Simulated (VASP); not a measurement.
# NaCl (Fm-3m) in VASP: further runs

The runs below take NaCl through single point, with PBEsol.

Everything below comes from runs of VASP 6.6.1. Logs are shortened: lines on timing, memory, paths and dates and some standing lists are left out, and cuts for length are marked.

### Step 1. The cell of the first run

The structure is cubic, space group Fm-3m (No. 225). Conventional cell: a = 5.426 Å, b = 5.426 Å, c = 5.426 Å, α = 90.00°, β = 90.00°, γ = 90.00°. Within 3.6 Å of Na (site symmetry m-3m) lie 6 Cl at 2.71 Å. Within 3.6 Å of Cl (site symmetry m-3m) lie 6 Na at 2.71 Å.

### Step 2. Single point, PBEsol

INCAR reads:

```
SYSTEM = NaCl
PREC = Accurate
ENCUT = 500
EDIFF = 1E-6
ISMEAR = 0
SIGMA = 0.01
LREAL = .False.
LASPH = .True.
NELM = 120
ALGO = Normal
ISIF = 2
LWAVE = .False.
LCHARG = .False.
GGA = PS
NBANDS = 14
GGA_COMPAT = .False.
```

KPOINTS reads:

```
Automatic mesh
0
Gamma
  6 6 6
  0 0 0
```

POSCAR reads:

```
NaCl
1.0
    0.0000000000      2.7130251707      2.7130251707
    2.7130251707      0.0000000000      2.7130251707
    2.7130251707      2.7130251707      0.0000000000
Na Cl
1 1
Direct
    0.0000000000      0.0000000000      0.0000000000
    0.5000000000      0.5000000000      0.5000000000
```

Potentials or basis: VASP PAW PBE potentials, release 64 (Na_pv, Cl).

Launch:

```
$ cat potpaw_PBE.64/Na_pv/POTCAR potpaw_PBE.64/Cl/POTCAR > POTCAR
$ mpirun -np 1 vasp_std > vasp.out
```

OUTCAR:

```text
SYSTEM = NaCl
   PREC = Accurate
   ENCUT = 500
   EDIFF = 1E-6
   ISMEAR = 0
   LREAL = .False.
   LASPH = .True.
   NELM = 120
   ISIF = 2
   GGA = PS

 ion  position               nearest neighbor table
   1  0.000  0.000  0.000-   2 2.71   2 2.71   2 2.71   2 2.71   2 2.71   2 2.71
   2  0.500  0.500  0.500-   1 2.71   1 2.71   1 2.71   1 2.71   1 2.71   1 2.71

  LATTYP: Found a face centered cubic cell.
 ALAT       =     5.4260503414

  Lattice vectors:

 A1 = (   0.0000000000,   2.7130251707,   2.7130251707)
 A2 = (   2.7130251707,   0.0000000000,   2.7130251707)
 A3 = (   2.7130251707,   2.7130251707,   0.0000000000)

Analysis of symmetry for initial positions (statically):
=====================================================================
 Subroutine PRICEL returns:
 Original cell was already a primitive cell.

 Routine SETGRP: Setting up the symmetry group for a
 face centered cubic supercell.

 Subroutine GETGRP returns: Found 48 space group operations
 (whereof 48 operations were pure point group operations)
 out of a pool of 48 trial point group operations.

The static configuration has the point symmetry O_h .

Analysis of symmetry for dynamics (positions and initial velocities):
=====================================================================
 Subroutine PRICEL returns:
 Original cell was already a primitive cell.

 Routine SETGRP: Setting up the symmetry group for a
 face centered cubic supercell.

 Subroutine GETGRP returns: Found 48 space group operations
 (whereof 48 operations were pure point group operations)
 out of a pool of 48 trial point group operations.

The dynamic configuration has the point symmetry O_h .

 Subroutine INISYM returns: Found 48 space group operations
 (whereof 48 operations are pure point group operations),
 and found     1 'primitive' translations

----------------------------------------------------------------------------------------

                                     Primitive cell

  volume of cell :      39.9385

  direct lattice vectors                    reciprocal lattice vectors
     0.000000000  2.713025171  2.713025171    -0.184296115  0.184296115  0.184296115
     2.713025171  0.000000000  2.713025171     0.184296115 -0.184296115  0.184296115
     2.713025171  2.713025171  0.000000000     0.184296115  0.184296115 -0.184296115

  length of vectors
     3.836796991  3.836796991  3.836796991     0.319210236  0.319210236  0.319210236

  position of ions in fractional coordinates (direct lattice)
     0.000000000  0.000000000  0.000000000
     0.500000000  0.500000000  0.500000000

  ion indices of the primitive-cell ions
   primitive index   ion index
                 1           1
                 2           2

----------------------------------------------------------------------------------------

 KPOINTS: Automatic mesh

Automatic generation of k-mesh.
 Grid dimensions read from file:
 generate k-points for:    6    6    6

 Generating k-lattice:

  Cartesian coordinates                     Fractional coordinates (reciprocal lattice)
    -0.030716019  0.030716019  0.030716019     0.166666667  0.000000000  0.000000000
     0.030716019 -0.030716019  0.030716019     0.000000000  0.166666667  0.000000000
     0.030716019  0.030716019 -0.030716019     0.000000000  0.000000000  0.166666667

  Length of vectors
     0.053201706  0.053201706  0.053201706

  Shift w.r.t. Gamma in fractional coordinates (k-lattice)
     0.000000000  0.000000000  0.000000000

 Subroutine IBZKPT returns following result:
 ===========================================

 Found     16 irreducible k-points:

 Following reciprocal coordinates:
            Coordinates               Weight
  0.000000  0.000000  0.000000      1.000000
  0.166667  0.000000  0.000000      8.000000
  0.333333  0.000000  0.000000      8.000000
  0.500000  0.000000  0.000000      4.000000
  0.166667  0.166667  0.000000      6.000000
  0.333333  0.166667  0.000000     24.000000
[... 8 lines left out ...]
 -0.333333  0.333333  0.166667     24.000000
 -0.333333  0.500000  0.166667     12.000000
   k-points           NKPTS =     16   k-points in BZ     NKDIM =     16   number of bands    NBANDS=     14
   number of dos      NEDOS =    301   number of ions     NIONS =      2
   total plane-waves  NPLWV =  21952
   dimension x,y,z NGX =    28 NGY =   28 NGZ =   28
   dimension x,y,z NGXF=    56 NGYF=   56 NGZF=   56
   ions per type =               1   1
   NGX,Y,Z   is equivalent  to a cutoff of  12.13, 12.13, 12.13 a.u.
   NGXF,Y,Z  is equivalent  to a cutoff of  24.26, 24.26, 24.26 a.u.
 SYSTEM =  NaCl
   PREC   = accura    normal or accurate (medium, high low for compatibility)
   ISTART =      0    job   : 0-new  1-cont  2-samecut
   ICHARG =      2    charge: 1-file 2-atom 10-const
   ISPIN  =      1    spin polarized calculation?
   LNONCOLLINEAR =      F non collinear calculations
   LSORBIT =      F    spin-orbit coupling
   LASPH  =      T    aspherical Exc in radial PAW
   ENCUT  =  500.0 eV  36.75 Ry    6.06 a.u.   7.00  7.00  7.00*2*pi/ulx,y,z
   NELM   =    120;   NELMIN=  2; NELMDL= -5     # of ELM steps
   EDIFF  = 0.1E-05   stopping-criterion for ELM
   LREAL  =      F    real-space projection
   EDIFFG = 0.1E-04   stopping-criterion for IOM
   NSW    =      0    number of steps for IOM
   IBRION =     -1    ionic relax: 0-MD 1-quasi-New 2-CG
   NFREE  =      0    steps in history (QN), initial steepest desc. (CG)
   ISIF   =      2    stress and relaxation
   ISYM   =      2    0-nonsym 1-usesym 2-fastsym
   POTIM  = 0.5000    time-step for ionic-motion
   TEBEG  =    0.0;   TEEND  =   0.0 temperature during run
   PSTRESS=    0.0 pullay stress
   NELECT =      14.0000    total number of electrons
   NUPDOWN=      -1.0000    fix difference up-down
   EMIN   =  10.00;   EMAX   =-10.00  energy-range for DOS
   EFERMI =   0.00;   METHOD = LEGACY
   ISMEAR =     0;   SIGMA  =   0.01  broadening in eV -4-tet -1-fermi 0-gaus
   EFERMI_NEDOS =   21; number of points for ismear=-14 and -15
   IALGO  =     38    algorithm
   IMIX   =      4    mixing-type and parameters
     AMIX     =   0.40;   BMIX     =  1.00
     AMIX_MAG =   1.60;   BMIX_MAG =  1.00
  volume/ion in A,a.u.               =      19.97       134.76
  Fermi-wavevector in a.u.,A,eV,Ry     =   1.154304  2.181319 18.128657  1.332419
  Thomas-Fermi vector in A             =   2.290942
   LORBIT       =      0    0 simple, 1 ext, 2 COOP (PROOUT), +10 PAW based schemes
   GGA     = PS    functional components
   LHFCALC =     F    Hartree Fock is set to
   AEXX    =    0.0000 exact exchange contribution
   IVDW    =     0    specifies the selected vdW correction
   LEPSILON=     F    determine dielectric tensor
   LRPA    =     F    only Hartree local field effects (RPA)
 non-spin polarized calculation
 Gauss-broadening in eV      SIGMA  =   0.01
  energy-cutoff  :      500.00
  volume of cell :       39.94
 maximum number of plane-waves:      1020
   NGX = 13   NGY = 13   NGZ = 13

 number of electron      14.0000000 magnetization

 Free energy of the ion-electron system (eV)
  ---------------------------------------------------
  ext. energy  EPLUGINS =         0.00000000
  ---------------------------------------------------
  free energy    TOTEN  =        -6.96057906 eV

  energy without entropy =       -6.96057906  energy(sigma->0) =       -6.96057906

 E-fermi :   0.0730     XC(G=0):  -8.8558

 val. band max:       -0.0588166582   @ k =   0.0000   0.0000   0.0000
 cond. band min:       5.3345943787   @ k =   0.0000   0.0000   0.0000
 fundamental gap:      5.3934110369
 Fermi energy:         0.0729767721

 k-point     1 :       0.0000    0.0000    0.0000
  band No.  band energies     occupation
      1     -20.5223      2.00000
      2     -20.5223      2.00000
      3     -20.5223      2.00000
      4     -13.0017      2.00000
      5      -0.0588      2.00000
      6      -0.0588      2.00000
      7      -0.0588      2.00000
      8       5.3346      0.00000
      9      11.0287      0.00000
     10      11.0287      0.00000
     11      11.0287      0.00000
     12      13.4112      0.00000
     13      13.4112      0.00000
     14      14.9678      0.00000

 k-point     2 :       0.1667    0.0000    0.0000
  band No.  band energies     occupation
      1     -20.5359      2.00000
      2     -20.5232      2.00000
      3     -20.5232      2.00000
      4     -12.8863      2.00000
      5      -0.7984      2.00000
      6      -0.1495      2.00000
      7      -0.1495      2.00000
      8       6.2237      0.00000
      9      10.2479      0.00000
     10      11.3710      0.00000
     11      11.3710      0.00000
     12      13.1310      0.00000
     13      13.1310      0.00000
     14      16.4462      0.00000

 k-point     3 :       0.3333    0.0000    0.0000
  band No.  band energies     occupation
      1     -20.5624      2.00000
      2     -20.5249      2.00000
      3     -20.5249      2.00000
      4     -12.6423      2.00000
      5      -1.9345      2.00000
      6      -0.3207      2.00000
      7      -0.3207      2.00000
      8       7.1585      0.00000
      9      10.4458      0.00000
     10      11.2823      0.00000
     11      11.2823      0.00000
     12      14.3051      0.00000
     13      14.3051      0.00000
     14      15.8983      0.00000

 k-point     4 :       0.5000    0.0000    0.0000
  band No.  band energies     occupation
      1     -20.5754      2.00000
      2     -20.5257      2.00000
      3     -20.5257      2.00000
      4     -12.5127      2.00000
      5      -2.4176      2.00000
      6      -0.4019      2.00000
      7      -0.4019      2.00000
      8       7.2004      0.00000
      9      11.0647      0.00000
     10      11.0647      0.00000
     11      11.3962      0.00000
     12      15.5386      0.00000
     13      16.5997      0.00000
     14      16.5997      0.00000

 k-point     5 :       0.1667    0.1667    0.0000
  band No.  band energies     occupation
      1     -20.5347      2.00000
      2     -20.5258      2.00000
      3     -20.5258      2.00000
      4     -12.8539      2.00000
      5      -0.8255      2.00000
      6      -0.2645      2.00000
      7      -0.2645      2.00000
      8       6.5377      0.00000
      9       9.6598      0.00000
     10      11.8065      0.00000
     11      11.8065      0.00000
[... 140 lines left out ...]
 k-point    14 :       0.5000    0.3333    0.1667
  band No.  band energies     occupation
      1     -20.5570      2.00000
      2     -20.5374      2.00000
      3     -20.5299      2.00000
      4     -12.5245      2.00000
      5      -1.8523      2.00000
      6      -0.9885      2.00000
      7      -0.5950      2.00000
      8       8.7614      0.00000
      9       9.0556      0.00000
     10       9.9915      0.00000
     11      12.6800      0.00000
     12      13.9061      0.00000
     13      16.7056      0.00000
     14      17.1397      0.00000

 k-point    15 :      -0.3333    0.3333    0.1667
  band No.  band energies     occupation
      1     -20.5578      2.00000
      2     -20.5413      2.00000
      3     -20.5328      2.00000
      4     -12.4524      2.00000
      5      -1.8718      2.00000
      6      -1.2846      2.00000
      7      -0.7284      2.00000
      8       8.9782      0.00000
      9       9.4285      0.00000
     10      10.1702      0.00000
     11      12.2053      0.00000
     12      14.6511      0.00000
     13      16.3033      0.00000
     14      17.2555      0.00000

 k-point    16 :      -0.3333    0.5000    0.1667
  band No.  band energies     occupation
      1     -20.5518      2.00000
      2     -20.5413      2.00000
      3     -20.5394      2.00000
      4     -12.4390      2.00000
      5      -1.8304      2.00000
      6      -1.1905      2.00000
      7      -0.9490      2.00000
      8       8.6487      0.00000
      9       8.7262      0.00000
     10      10.8083      0.00000
     11      12.5204      0.00000
     12      15.9774      0.00000
     13      16.9292      0.00000
     14      16.9489      0.00000

------------------------ aborting loop because EDIFF is reached ----------------------------------------

  FORCE on cell =-STRESS in cart. coord.  units (eV):
  Direction    XX          YY          ZZ          XY          YZ          ZX
  --------------------------------------------------------------------------------------
  -------------------------------------------------------------------------------------
  Total        0.7808227      0.7808227      0.7808227      0.0000000     -0.0000000      0.0000000
  in kB       31.3235917     31.3235917     31.3235917      0.0000000     -0.0000000      0.0000000
  external PRESSURE =      31.3235917 kB  Pullay stress =       0.0000000 kB

 VOLUME and BASIS-vectors are now :
 -----------------------------------------------------------------------------
  energy-cutoff  :      500.00
  volume of cell :       39.94
      direct lattice vectors                 reciprocal lattice vectors
     0.000000000  2.713025171  2.713025171    -0.184296115  0.184296115  0.184296115
     2.713025171  0.000000000  2.713025171     0.184296115 -0.184296115  0.184296115
     2.713025171  2.713025171  0.000000000     0.184296115  0.184296115 -0.184296115

 POSITION                                       TOTAL-FORCE (eV/Angst)
 -----------------------------------------------------------------------------------
      0.00000      0.00000      0.00000        -0.000000      0.000000     -0.000000
      2.71303      2.71303      2.71303         0.000000     -0.000000      0.000000
 -----------------------------------------------------------------------------------
    total drift:                                0.000000      0.000000      0.000000

  FREE ENERGIE OF THE ION-ELECTRON SYSTEM (eV)
  ---------------------------------------------------
  free  energy   TOTEN  =        -6.9605790557 eV

  energy  without entropy=       -6.9605790557  energy(sigma->0) =       -6.96057906
```

Wall time 16 s (1 thread of Intel Xeon 8259CL, shared host); peak memory 0.15 GiB.

Results:

- Free energy: -6.9606 eV
- Pressure: 3.1 GPa
- Band gap on the k mesh: 5.39 eV, direct

Caveat: the PAW data sets were made with another functional, which shifts forces and pressure a little.

### Step 3. Single point, PBEsol

This run uses another cell than the first one, of 20.52 Å³/atom, 1.028 times its volume.

INCAR reads:

```
  PREC = Accurate
  ENCUT = 500
  EDIFF = 1E-6
  ISMEAR = 0
  SIGMA = 0.01
  LREAL = F
  LASPH = T
  NELM = 120
  ALGO = Normal
  ISIF = 2
  LWAVE = F
  LCHARG = F
  GGA = PS
  NBANDS = 14
  GGA_COMPAT = F
```

KPOINTS reads:

```
Automatic mesh
0
Gamma
  6 6 6
```

POSCAR reads:

```
NaCl
1.0
    0.0000000000      2.7379167003      2.7379167003
    2.7379167003      0.0000000000      2.7379167003
    2.7379167003      2.7379167003      0.0000000000
Na Cl
1 1
Direct
    0.0000000000      0.0000000000      0.0000000000
    0.5000000000      0.5000000000      0.5000000000
```

Potentials or basis: VASP PAW PBE potentials, release 64 (Na_pv, Cl).

Launch:

```
$ cat potpaw_PBE.64/Na_pv/POTCAR potpaw_PBE.64/Cl/POTCAR > POTCAR
$ mpirun -np 1 vasp_std > vasp.out
```

Run time: 15 s. Hardware: 1 thread of Intel Xeon 8259CL, shared host; peak memory 0.15 GiB.

The run converged. Its results:

- Free energy: -6.9792 eV
- Pressure: 2.1 GPa
- Band gap on the k mesh: 5.28 eV, direct

Levels at points of the mesh, in eV from the valence-band top:
```
           k point  band 3  band 4  band 5  band 6  band 7  band 8  band 9  band 10  band 11  band 12
(0.00, 0.00, 0.00)  -20.50  -12.87    0.00    0.00    0.00    5.28   11.07    11.07    11.07    13.41
(0.50, 0.00, 0.00)  -20.51  -12.41   -2.26   -0.32   -0.32    7.22   11.06    11.06    11.22    15.41
(0.50, 0.50, 0.00)  -20.51  -12.36   -1.96   -0.70   -0.70    7.68    7.79    11.77    15.42    15.42
```

Caveat: the PAW data sets were made with another functional, which shifts forces and pressure a little. A hybrid or GW would open this gap; PBEsol tends to underestimate it.

### Step 4. Single point, PBEsol

This run uses another cell than the first one, of 21.08 Å³/atom, 1.056 times its volume.

INCAR reads:

```
SYSTEM = NaCl
ALGO = Normal
EDIFF = 1E-6
ENCUT = 500
GGA = PS
GGA_COMPAT = .False.
ISIF = 2
ISMEAR = 0
LASPH = .True.
LCHARG = .True.
LELF = .True.
LREAL = .False.
LVHAR = .True.
LWAVE = .False.
NBANDS = 14
NELM = 120
PREC = Accurate
SIGMA = 0.01
```

KPOINTS reads:

```
k-points
0
Gamma
  6 6 6
  0 0 0
```

POSCAR reads:

```
NaCl
1.0
    0.0000000000      2.7623636787      2.7623636787
    2.7623636787      0.0000000000      2.7623636787
    2.7623636787      2.7623636787      0.0000000000
Na Cl
1 1
Direct
    0.0000000000      0.0000000000      0.0000000000
    0.5000000000      0.5000000000      0.5000000000
```

Launch:

```
$ cat potpaw_PBE.64/Na_pv/POTCAR potpaw_PBE.64/Cl/POTCAR > POTCAR
$ mpirun -np 1 vasp_std > vasp.out
```

Wall time 18 s (1 thread of Intel Xeon 8259CL, shared host); peak memory 0.15 GiB.

It converged, with:

- Free energy: -6.9910 eV
- Pressure: 1.2 GPa
- Band gap on the k mesh: 5.17 eV, direct

Levels at points of the mesh, in eV from the valence-band top:
| k point | band 3 | band 4 | band 5 | band 6 | band 7 | band 8 | band 9 | band 10 | band 11 | band 12 |
| --- | --- | --- | --- | --- | --- | --- | --- | --- | --- | --- |
| (0.00, 0.00, 0.00) | -20.54 | -12.80 | 0.00 | 0.00 | 0.00 | 5.17 | 11.05 | 11.05 | 11.05 | 13.36 |
| (0.50, 0.00, 0.00) | -20.55 | -12.38 | -2.17 | -0.31 | -0.31 | 7.18 | 11.00 | 11.00 | 11.00 | 15.23 |
| (0.50, 0.50, 0.00) | -20.55 | -12.33 | -1.88 | -0.67 | -0.67 | 7.61 | 7.83 | 11.57 | 15.17 | 15.17 |

Caveat: the PAW data sets were made with another functional, which shifts forces and pressure a little. Expect the measured gap to be larger: semilocal functionals such as PBEsol lack the derivative discontinuity.

(Continued in part 2 of 2.)
